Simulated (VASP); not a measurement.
A run of VASP 6.6.1 is set up as follows.

The input INCAR:

```
PREC = Accurate
ENCUT = 600
EDIFF = 1E-6
ISMEAR = 0
SIGMA = 0.01
LREAL = False
LASPH = True
NELM = 80
ALGO = Normal
ISIF = 3
LWAVE = False
LCHARG = False
GGA = CA
IBRION = 2
NSW = 80
EDIFFG = -0.001
PSTRESS = 40.0
```

The input KPOINTS:

```
Automatic mesh
0
Gamma
  10 10 10
```

Contents of POSCAR:

```
HCl
1.0
   -1.8037776784      1.8035689306      2.4953680971
    1.8037776784     -1.8035689306      2.4953680971
    1.8037776784      1.8035689306     -2.4953680971
H Cl
1 1
Direct
    0.7029663459      0.7029663459      0.0000000000
    0.9650336541      0.9650336541      0.0000000000
```

Potentials or basis: VASP PAW LDA potentials, release 64 (H, Cl).

Run with:

```console
$ cat potpaw_LDA.64/H/POTCAR potpaw_LDA.64/Cl/POTCAR > POTCAR
$ mpirun -np 1 vasp_std > vasp.out
```

Q: Estimate the space group after relaxing (to 0.1 Å).

A: I4mm (No. 107).

Q: Estimate the relaxed cell.

A: a = 3.355 Å, b = 3.355 Å, c = 3.355 Å, α = 119.73°, β = 119.73°, γ = 90.47°.

Step by step:
```csv
step,energy change (eV),largest force (eV/Å),pressure (GPa),volume (Å³)
1,0.0000,0.0890,-0.21,32.47
3,0.0209,0.9814,3.10,30.54
5,0.0348,0.5046,3.89,28.08
7,0.0605,0.2885,4.89,26.71
9,0.0553,0.0221,3.99,26.85
11,0.0553,0.0144,3.98,26.85
13,0.0575,0.0056,4.02,26.76
15,0.0580,0.0099,4.09,26.74
17,0.0577,0.0032,4.05,26.75
19,0.0575,0.0105,4.04,26.76
21,0.0573,0.0055,4.06,26.77
23,0.0574,0.0039,4.05,26.76
25,0.0573,0.0014,4.06,26.77
27,0.0573,0.0025,4.06,26.77
29,0.0565,0.0080,3.99,26.80
31,0.0567,0.0047,4.01,26.79
33,0.0565,0.0016,4.00,26.80
35,0.0566,0.0025,3.99,26.79
37,0.0567,0.0030,4.02,26.79
39,0.0566,0.0003,4.03,26.79
41,0.0566,0.0008,4.03,26.79
43,0.0562,0.0029,3.99,26.81
45,0.0564,0.0009,4.00,26.80
```

Caveat: the cell is relaxed towards a set pressure, so the run minimises the enthalpy, not the energy; the volume moved by over 15 % at a fixed basis, so the end points are rough.
